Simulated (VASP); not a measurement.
# GeCN2 (R-3m) in VASP: settings compared, part 2 of 2

VASP 6.6.1. Earlier steps stand in the parts before.

## Step 4: Single point, LDA

This run uses another cell than the first one, of 13.72 Å³/atom, 0.962 times its volume.

The input, INCAR:

```
SYSTEM = GeCN2
PREC = Accurate
ENCUT = 520
EDIFF = 1E-6
ISMEAR = 0
SIGMA = 0.01
LREAL = .False.
LASPH = .True.
NELM = 80
ALGO = Normal
ISIF = 2
LWAVE = .False.
LCHARG = .False.
NBANDS = 22
```

The input, KPOINTS:

```
regular mesh
0
Gamma
  8 8 8
  0 0 0
```

The input, POSCAR:

```
GeCN2
1.0
    1.7937903697      1.0356453528      4.9219572124
   -1.7937903697      1.0356453528      4.9219572124
    0.0000000000     -2.0712907056      4.9219572124
Ge N C
1 2 1
Direct
    0.0000000000      0.0000000000      0.0000000000
    0.5839044000      0.5839044000      0.5839044000
    0.4160956000      0.4160956000      0.4160956000
    0.5000000000      0.5000000000      0.5000000000
```

Potentials or basis: VASP PAW LDA potentials, release 64 (Ge_d, N, C).

Command:

```bash
cat potpaw_LDA.64/Ge_d/POTCAR potpaw_LDA.64/N/POTCAR potpaw_LDA.64/C/POTCAR > POTCAR
mpirun -np 1 vasp_std > vasp.out
```

OUTCAR:

```text
SYSTEM = GeCN2
   PREC = Accurate
   ENCUT = 520
   EDIFF = 1E-6
   ISMEAR = 0
   LREAL = .False.
   LASPH = .True.
   NELM = 80
   ISIF = 2

 ion  position               nearest neighbor table
   1  0.000  0.000  0.000-
   2  0.584  0.584  0.584-   4 1.24
   3  0.416  0.416  0.416-   4 1.24
   4  0.500  0.500  0.500-   2 1.24   3 1.24

  LATTYP: Found a trigonal (rhomboedric) cell.
 ALAT       =     5.3400288377
 COS(alpha) =     0.7743235887

  Lattice vectors:

 A1 = (   1.7937903697,   1.0356453528,   4.9219572124)
 A2 = (  -1.7937903697,   1.0356453528,   4.9219572124)
 A3 = (   0.0000000000,  -2.0712907056,   4.9219572124)

Analysis of symmetry for initial positions (statically):
=====================================================================
 Subroutine PRICEL returns:
 Original cell was already a primitive cell.

 Routine SETGRP: Setting up the symmetry group for a
 trigonal (rhombohedral) supercell.

 Subroutine GETGRP returns: Found 12 space group operations
 (whereof 12 operations were pure point group operations)
 out of a pool of 12 trial point group operations.

The static configuration has the point symmetry D_3d.

Analysis of symmetry for dynamics (positions and initial velocities):
=====================================================================
 Subroutine PRICEL returns:
 Original cell was already a primitive cell.

 Routine SETGRP: Setting up the symmetry group for a
 trigonal (rhombohedral) supercell.

 Subroutine GETGRP returns: Found 12 space group operations
 (whereof 12 operations were pure point group operations)
 out of a pool of 12 trial point group operations.

The dynamic configuration has the point symmetry D_3d.

[... 115 lines left out ...]
   EMIN   =  10.00;   EMAX   =-10.00  energy-range for DOS
   EFERMI =   0.00;   METHOD = LEGACY
   ISMEAR =     0;   SIGMA  =   0.01  broadening in eV -4-tet -1-fermi 0-gaus
   EFERMI_NEDOS =   21; number of points for ismear=-14 and -15
   IALGO  =     38    algorithm
   IMIX   =      4    mixing-type and parameters
     AMIX     =   0.40;   BMIX     =  1.00
     AMIX_MAG =   1.60;   BMIX_MAG =  1.00
  volume/ion in A,a.u.               =      13.72        92.56
  Fermi-wavevector in a.u.,A,eV,Ry     =   1.308289  2.472307 23.287992  1.711619
  Thomas-Fermi vector in A             =   2.438966
   LORBIT       =      0    0 simple, 1 ext, 2 COOP (PROOUT), +10 PAW based schemes
   GGA     = CA    functional components
   LHFCALC =     F    Hartree Fock is set to
   AEXX    =    0.0000 exact exchange contribution
   IVDW    =     0    specifies the selected vdW correction
   LEPSILON=     F    determine dielectric tensor
   LRPA    =     F    only Hartree local field effects (RPA)
 non-spin polarized calculation
 Gauss-broadening in eV      SIGMA  =   0.01
  energy-cutoff  :      520.00
  volume of cell :       54.86
 maximum number of plane-waves:      1503
   NGX = 19   NGY = 19   NGZ = 19

 number of electron      28.0000007 magnetization

 Free energy of the ion-electron system (eV)
  ---------------------------------------------------
  ext. energy  EPLUGINS =         0.00000000
  ---------------------------------------------------
  free energy    TOTEN  =       -32.16583357 eV

  energy without entropy =      -32.16583357  energy(sigma->0) =      -32.16583357

 E-fermi :   3.3426     XC(G=0): -10.1867

 val. band max:        3.2435005879   @ k =   0.5000   0.5000   0.1250
 cond. band min:       4.1238540142   @ k =   0.5000   0.5000   0.5000
 fundamental gap:      0.8803534263
 Fermi energy:         3.3426210304

 k-point     1 :       0.0000    0.0000    0.0000
  band No.  band energies     occupation
      1     -21.5187      2.00000
      2     -21.5146      2.00000
      3     -21.5146      2.00000
      4     -21.5056      2.00000
      5     -21.5056      2.00000
      6     -15.7718      2.00000
[... 589 lines left out ...]
     21      11.6647      0.00000
     22      14.4900      0.00000

 [... further k-points ...]

------------------------ aborting loop because EDIFF is reached ----------------------------------------

  FORCE on cell =-STRESS in cart. coord.  units (eV):
  Direction    XX          YY          ZZ          XY          YZ          ZX
  --------------------------------------------------------------------------------------
  -------------------------------------------------------------------------------------
  Total       -1.9395978     -1.9395978     -2.7089718      0.0000000     -0.0000000      0.0000000
  in kB      -56.6435448    -56.6435448    -79.1121584      0.0000000     -0.0000000      0.0000000
  external PRESSURE =     -64.1330826 kB  Pullay stress =       0.0000000 kB

 VOLUME and BASIS-vectors are now :
 -----------------------------------------------------------------------------
  energy-cutoff  :      520.00
  volume of cell :       54.86
      direct lattice vectors                 reciprocal lattice vectors
     1.793790370  1.035645353  4.921957212     0.278739371  0.160930251  0.067723737
    -1.793790370  1.035645353  4.921957212    -0.278739371  0.160930251  0.067723737
     0.000000000 -2.071290706  4.921957212     0.000000000 -0.321860502  0.067723737

 POSITION                                       TOTAL-FORCE (eV/Angst)
 -----------------------------------------------------------------------------------
      0.00000      0.00000      0.00000         0.000000      0.000000     -0.000000
      0.00000      0.00000      8.62186         0.000000     -0.000000     -0.186557
      0.00000      0.00000      6.14401         0.000000     -0.000000      0.186557
      0.00000      0.00000      7.38294         0.000000     -0.000000      0.000000
 -----------------------------------------------------------------------------------
    total drift:                               -0.000000      0.000000     -0.000000

  FREE ENERGIE OF THE ION-ELECTRON SYSTEM (eV)
  ---------------------------------------------------
  free  energy   TOTEN  =       -32.1658335697 eV

  energy  without entropy=      -32.1658335697  energy(sigma->0) =      -32.16583357
```

OSZICAR:

```text
N       E                     dE             d eps       ncg     rms          rms(c)
DAV:   1     0.227400793189E+03    0.22740E+03   -0.13827E+04  3482   0.250E+03
DAV:   2    -0.225039133141E+01   -0.22965E+03   -0.21424E+03  3342   0.667E+02
DAV:   3    -0.342959752174E+02   -0.32046E+02   -0.31658E+02  3458   0.138E+02
DAV:   4    -0.356521130718E+02   -0.13561E+01   -0.13551E+01  3174   0.310E+01
DAV:   5    -0.356799856869E+02   -0.27873E-01   -0.27871E-01  3492   0.484E+00    0.106E+01
DAV:   6    -0.323460986182E+02    0.33339E+01   -0.79877E+00  3856   0.222E+01    0.482E+00
DAV:   7    -0.322117495142E+02    0.13435E+00   -0.87443E-01  3506   0.539E+00    0.269E+00
DAV:   8    -0.321710160810E+02    0.40733E-01   -0.11445E-01  3328   0.258E+00    0.922E-01
DAV:   9    -0.321657914409E+02    0.52246E-02   -0.10077E-02  3416   0.678E-01    0.212E-01
DAV:  10    -0.321658245789E+02   -0.33138E-04   -0.10700E-03  3354   0.270E-01    0.830E-02
DAV:  11    -0.321658348896E+02   -0.10311E-04   -0.14079E-04  3830   0.121E-01    0.160E-02
DAV:  12    -0.321658341338E+02    0.75578E-06   -0.25272E-05  4054   0.688E-02    0.736E-03
DAV:  13    -0.321658335697E+02    0.56410E-06   -0.28599E-06  3246   0.128E-02
   1 F= -.32165834E+02 E0= -.32165834E+02  d E =-.141733E-46
```

stdout:

```text
POSCAR found type information on POSCAR GeN C
 POSCAR found :  3 types and       4 ions
 scaLAPACK will be used
 LDA part: xc-table for (Slater(with rela. corr.)+CA(PZ))
 , standard interpolation
 POSCAR, INCAR and KPOINTS ok, starting setup
 FFT: planning ... GRIDC
 FFT: planning ... GRID_SOFT
 FFT: planning ... GRID
 WAVECAR not read
 entering main loop
```

Run time: 4.3 min. Hardware: 1 thread of AMD EPYC, shared host; peak memory 0.21 GiB.

What came out:

```yaml
Free_energy: -32.1658 eV
Pressure: -6.4 GPa
Largest_force: 0.187 eV/Å
Band_gap_on_the_k_mesh: 0.88 eV, indirect (least direct gap 1.78 eV)
```

Forces in eV/Å, atoms in the order of the input:
```
Ge   0.000  0.000  0.000
N    0.000  0.000 -0.187
N    0.000  0.000  0.187
C    0.000  0.000  0.000
```

Levels at points of the mesh, in eV from the valence-band top:
| k point | band 10 | band 11 | band 12 | band 13 | band 14 | band 15 | band 16 | band 17 | band 18 | band 19 |
| --- | --- | --- | --- | --- | --- | --- | --- | --- | --- | --- |
| (0.00, 0.00, 0.00) | -5.17 | -5.17 | -2.01 | -1.87 | -1.87 | 2.44 | 3.20 | 3.20 | 4.70 | 7.19 |
| (0.50, 0.00, 0.00) | -5.48 | -5.34 | -3.87 | -3.28 | -3.20 | 2.78 | 4.93 | 5.16 | 5.53 | 5.73 |
| (0.50, 0.50, 0.00) | -6.45 | -5.81 | -5.61 | -1.73 | -0.03 | 1.99 | 2.06 | 3.96 | 6.18 | 6.49 |
| (0.50, 0.50, 0.50) | -5.17 | -5.17 | -1.97 | -1.97 | -1.04 | 0.88 | 4.69 | 4.69 | 4.95 | 4.95 |

A k mesh can miss the band edges.

## Step 5: Single point, PBEsol

This run uses another cell than the first one, of 13.72 Å³/atom, 0.962 times its volume.

The input, INCAR:

```
SYSTEM = GeCN2
PREC = Accurate ; ENCUT = 520
EDIFF = 1E-7 ; ISMEAR = 0
SIGMA = 0.01 ; LREAL = .FALSE.
LASPH = .TRUE. ; NELM = 100
ALGO = Normal ; ISIF = 2
LWAVE = .FALSE. ; LCHARG = .TRUE.
GGA = PS ; LELF = .TRUE.
LVHAR = .TRUE. ; NBANDS = 22
```

The input, KPOINTS:

```
regular mesh
0
G
  8 8 8
  0 0 0
```

POSCAR is that of step 4.

Potentials or basis: VASP PAW PBE potentials, release 64 (Ge_d, N, C).

Command:

```bash
cat potpaw_PBE.64/Ge_d/POTCAR potpaw_PBE.64/N/POTCAR potpaw_PBE.64/C/POTCAR > POTCAR
mpirun -np 1 vasp_std > vasp.out
```

Wall time 4.4 min (1 thread of AMD EPYC, shared host); peak memory 0.25 GiB.

It converged, with:

```yaml
Free_energy: -30.5954 eV
Pressure: -3.1 GPa
Largest_force: 0.189 eV/Å
Band_gap_on_the_k_mesh: 0.93 eV, indirect (least direct gap 1.85 eV)
```

Forces in eV/Å, atoms in the order of the input:
```
Ge   0.000  0.000  0.000
N    0.000  0.000  0.189
N    0.000  0.000 -0.189
C    0.000  0.000  0.000
```

Stress tensor (GPa, compression positive):
```
-3.35  0.00  0.00
 0.00 -3.35  0.00
 0.00  0.00 -2.55
```

Levels at points of the mesh, in eV from the valence-band top:
```csv
k point,band 10,band 11,band 12,band 13,band 14,band 15,band 16,band 17,band 18,band 19
"(0.00, 0.00, 0.00)",-5.21,-5.21,-2.10,-1.92,-1.92,2.43,3.21,3.21,4.89,7.22
"(0.50, 0.00, 0.00)",-5.52,-5.38,-3.91,-3.29,-3.24,2.77,4.97,5.17,5.55,5.75
"(0.50, 0.50, 0.00)",-6.48,-5.85,-5.74,-1.77,-0.02,1.99,2.06,3.95,6.28,6.58
"(0.50, 0.50, 0.50)",-5.21,-5.21,-2.01,-2.01,-1.08,0.93,4.72,4.72,4.95,4.95
```

Caveat: the PAW data sets were made with another functional, which shifts forces and pressure a little. PBEsol gaps usually lie below the measured ones, often by a third to a half.

## Step 6: Single point, r2SCAN

This run uses another cell than the first one, of 13.72 Å³/atom, 0.962 times its volume.

POSCAR is that of step 5.

The input, INCAR.step1:

```
ALGO     = Normal         # electronic algorithm
EDIFF    = 1E-4           # SCF threshold, eV
ENCUT    = 520            # plane-wave cutoff, eV
GGA      = PE             # functional
ISMEAR   = 0              # smearing method
LASPH    = T              # aspherical terms in the spheres
LCHARG   = F              # write CHGCAR
LREAL    = F              # projectors in reciprocal space
LWAVE    = T              # write WAVECAR
NBANDS   = 22             # bands
NELM     = 80             # most SCF steps
PREC     = Accurate       # precision mode
SIGMA    = 0.01           # smearing width, eV
```

The input, INCAR.step2:

```
ALGO     = Normal         # electronic algorithm
EDIFF    = 1E-7           # SCF threshold, eV
ENCUT    = 520            # plane-wave cutoff, eV
ISIF     = 2              # what is computed and relaxed
ISMEAR   = 0              # smearing method
ISTART   = 1            
LASPH    = T              # aspherical terms in the spheres
LCHARG   = F              # write CHGCAR
LMIXTAU  = T            
LREAL    = F              # projectors in reciprocal space
LWAVE    = F              # write WAVECAR
METAGGA  = R2SCAN         # meta-GGA
NBANDS   = 22             # bands
NELM     = 80             # most SCF steps
PREC     = Accurate       # precision mode
SIGMA    = 0.01           # smearing width, eV
```

The input, KPOINTS:

```
k-points
0
Gamma
  8 8 8
```

Potentials or basis: VASP PAW PBE potentials, release 64 (Ge_d, N, C).

Command:

```bash
cat potpaw_PBE.64/Ge_d/POTCAR potpaw_PBE.64/N/POTCAR potpaw_PBE.64/C/POTCAR > POTCAR
cp INCAR.step1 INCAR
mpirun -np 1 vasp_std > vasp.out
cp INCAR.step2 INCAR
mpirun -np 1 vasp_std > vasp.out
```

OUTCAR:

```text
EDIFF = 1E-7
   ENCUT = 520
   ISIF = 2
   ISMEAR = 0
   ISTART = 1
   LASPH = T
   LREAL = F
   METAGGA = R2SCAN
   NELM = 80
   PREC = Accurate

 ion  position               nearest neighbor table
   1  0.000  0.000  0.000-
   2  0.584  0.584  0.584-   4 1.24
   3  0.416  0.416  0.416-   4 1.24
   4  0.500  0.500  0.500-   2 1.24   3 1.24

  LATTYP: Found a trigonal (rhomboedric) cell.
 ALAT       =     5.3400288377
[... 796 lines left out ...]

  FORCE on cell =-STRESS in cart. coord.  units (eV):
  Direction    XX          YY          ZZ          XY          YZ          ZX
  --------------------------------------------------------------------------------------
  -------------------------------------------------------------------------------------
  Total       -0.7400629     -0.7400629     -1.5783687     -0.0000000      0.0000000      0.0000000
  in kB      -21.6126194    -21.6126194    -46.0942972     -0.0000000      0.0000000      0.0000000
  external PRESSURE =     -29.7731787 kB  Pullay stress =       0.0000000 kB

 VOLUME and BASIS-vectors are now :
 -----------------------------------------------------------------------------
  energy-cutoff  :      520.00
  volume of cell :       54.86
      direct lattice vectors                 reciprocal lattice vectors
     1.793790370  1.035645353  4.921957212     0.278739371  0.160930251  0.067723737
    -1.793790370  1.035645353  4.921957212    -0.278739371  0.160930251  0.067723737
     0.000000000 -2.071290706  4.921957212     0.000000000 -0.321860502  0.067723737

 POSITION                                       TOTAL-FORCE (eV/Angst)
 -----------------------------------------------------------------------------------
      0.00000      0.00000      0.00000         0.000000     -0.000000      0.000000
      0.00000      0.00000      8.62186         0.000000     -0.000000     -0.289747
      0.00000      0.00000      6.14401         0.000000      0.000000      0.289747
      0.00000      0.00000      7.38294        -0.000000     -0.000000      0.000000
 -----------------------------------------------------------------------------------
    total drift:                               -0.000000      0.000000     -0.000000

  FREE ENERGIE OF THE ION-ELECTRON SYSTEM (eV)
  ---------------------------------------------------
  free  energy   TOTEN  =       -40.6303104309 eV

  energy  without entropy=      -40.6303104309  energy(sigma->0) =      -40.63031043
```

OUTCAR.step1:

```text
EDIFF = 1E-4
   ENCUT = 520
   GGA = PE
   ISMEAR = 0
[... 829 lines left out ...]
      0.00000      0.00000      0.00000         0.000000      0.000000     -0.000000
      0.00000      0.00000      8.62186         0.000000     -0.000000      0.076008
      0.00000      0.00000      6.14401         0.000000      0.000000     -0.076008
      0.00000      0.00000      7.38294        -0.000000      0.000000     -0.000000
 -----------------------------------------------------------------------------------
    total drift:                               -0.000000      0.000000     -0.000000

  FREE ENERGIE OF THE ION-ELECTRON SYSTEM (eV)
  ---------------------------------------------------
  free  energy   TOTEN  =       -29.1657864537 eV

  energy  without entropy=      -29.1657864537  energy(sigma->0) =      -29.16578645
```

OSZICAR.step1:

```text
N       E                     dE             d eps       ncg     rms          rms(c)
DAV:   1     0.229979773913E+03    0.22998E+03   -0.13827E+04  3516   0.255E+03
DAV:   2     0.177228554751E+01   -0.22821E+03   -0.21298E+03  3302   0.677E+02
DAV:   3    -0.310719120008E+02   -0.32844E+02   -0.32440E+02  3470   0.142E+02
DAV:   4    -0.325212457197E+02   -0.14493E+01   -0.14479E+01  3140   0.330E+01
DAV:   5    -0.325524237395E+02   -0.31178E-01   -0.31176E-01  3570   0.526E+00    0.107E+01
DAV:   6    -0.292812889845E+02    0.32711E+01   -0.74597E+00  4038   0.224E+01    0.486E+00
DAV:   7    -0.291836129243E+02    0.97676E-01   -0.97322E-01  3444   0.607E+00    0.280E+00
DAV:   8    -0.291645521166E+02    0.19061E-01   -0.10263E-01  3298   0.255E+00    0.103E+00
DAV:   9    -0.291646330399E+02   -0.80923E-04   -0.11892E-02  3246   0.789E-01    0.212E-01
DAV:  10    -0.291655792537E+02   -0.94621E-03   -0.13112E-03  3230   0.322E-01    0.873E-02
DAV:  11    -0.291657764250E+02   -0.19717E-03   -0.27991E-04  2760   0.152E-01    0.134E-02
DAV:  12    -0.291657864537E+02   -0.10029E-04   -0.41468E-05  2274   0.922E-02
   1 F= -.29165786E+02 E0= -.29165786E+02  d E =-.973597E-55
```

Wall time 20 min (1 thread of AMD EPYC, shared host); peak memory 0.27 GiB.

Results:

```yaml
Free_energy: -40.6303 eV
Pressure: -3.0 GPa
Largest_force: 0.290 eV/Å
Band_gap_on_the_k_mesh: 1.13 eV, indirect (least direct gap 2.15 eV)
```

Forces in eV/Å, atoms in the order of the input:
```
Ge   0.000  0.000  0.000
N    0.000  0.000 -0.290
N    0.000  0.000  0.290
C    0.000  0.000  0.000
```

Stress tensor (GPa, compression positive):
```
-2.16  0.00  0.00
 0.00 -2.16  0.00
 0.00  0.00 -4.61
```

Caveat: the PAW data sets were made with another functional, which shifts forces and pressure a little.

## Step 7: Overview

```tsv
level	potentials or basis	cell	k mesh	smearing	gap on the mesh (eV)	pressure (GPa)	largest force (eV/Å)
r2SCAN	VASP PAW PBE potentials, release 64 (Ge_d, N, C)	a = 5.410 Å, angles 39.3°, 4 atoms	9 × 9 × 9	fermi-dirac 0.05 eV	1.30	-7.7	1.36
r2SCAN	VASP PAW PBE potentials, release 64 (Ge_d, N, C)	a = 5.445 Å, angles 39.3°, 4 atoms	9 × 9 × 9	fermi-dirac 0.05 eV	1.34	-9.7	1.85
LDA	VASP PAW LDA potentials, release 64 (Ge_d, N, C)	a = 5.340 Å, angles 39.3°, 4 atoms	8 × 8 × 8	gaussian 0.01 eV	0.88	-6.4	0.19
PBEsol	VASP PAW PBE potentials, release 64 (Ge_d, N, C)	a = 5.340 Å, angles 39.3°, 4 atoms	8 × 8 × 8	gaussian 0.01 eV	0.93	-3.1	0.19
r2SCAN	VASP PAW PBE potentials, release 64 (Ge_d, N, C)	a = 5.340 Å, angles 39.3°, 4 atoms	8 × 8 × 8	gaussian 0.01 eV	1.13	-3.0	0.29
```

Alike in all rows: task single point; no spin polarisation; cutoff (eV) 520.

Caveats: the PAW data sets were made with another functional, which shifts forces and pressure a little (some runs).

Absolute energies hang on the potentials; compare differences alone.
